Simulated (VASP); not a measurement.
Zn:

```
Zn
1.0
     3.92830    0.00000    0.00000
     0.00000   -3.92830    0.00000
     0.00000    0.00000   -3.92830
Zn
4
Cartesian
  0.0000 -1.9641 -1.9641
  1.9641 0.0000 -1.9641
  1.9641 -1.9641 0.0000
  0.0000 0.0000 0.0000
```

Base run:

```yaml
Program: VASP 6.6.1
Functional: LDA
Potentials_or_basis: VASP PAW LDA potentials, release 64 (Zn)
Cutoff: 520 eV
k_mesh: 12 × 12 × 12
Occupations: gaussian, width 0.1 eV
Spin: no spin polarisation
```

Its results: band gap on the k mesh zero (band 24 reaches 5.10 eV, above the bottom of band 25 at 1.42 eV); pressure -7.6 GPa.

Q: The run is repeated on the same cell with these changes: functional from LDA to PBE; potentials or basis from VASP PAW LDA potentials, release 64 (Zn) to VASP PAW PBE potentials, release 64 (Zn). What comes out?

A: Band gap on the k mesh zero (band 24 reaches 5.34 eV, above the bottom of band 25 at 1.71 eV); pressure 0.4 GPa.
